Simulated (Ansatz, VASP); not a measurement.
# Cd in VASP and in Ansatz

```
CELL_PARAMETERS angstrom
0.00000 2.31434 2.25415
2.28413 0.00000 2.25415
2.28413 2.31434 0.00000
ATOMIC_POSITIONS crystal
Cd 0.00000 0.00000 0.00000
```

Change from the starting cell: normal strain along x +0.0133, normal strain along y +0.0267.

Alike in both runs: task single point; functional PBE; k mesh 18 × 18 × 18; occupations gaussian, width 0.15 eV; no spin polarisation.

|  | VASP | Ansatz |
| --- | --- | --- |
| version | VASP 6.6.1 | Ansatz 0.2.0 |
| potentials or method | VASP PAW PBE potentials, release 64 (Cd), cutoff 520 eV | scalar-relativistic, plane waves, PAW |
| valence electrons in the cell | 12 | 20 |

Ansatz gave:

```
gap on the k mesh at the Fermi level (eV)                     : none
pressure (GPa)                                                : -1.6
traceless stress, the component that is largest in VASP (GPa) : -0.33
```

Question: What did VASP give for the same quantities?

Answer: gap on the k mesh at the Fermi level (eV): none; pressure (GPa): -1.3; traceless stress, the component that is largest in VASP (GPa): -0.34.

A gap of «none» marks a metal or a gap that the smearing closes. VASP's potentials hold 12 valence electrons a cell and Ansatz's 20, so a difference there can come from the potentials and not from the codes.
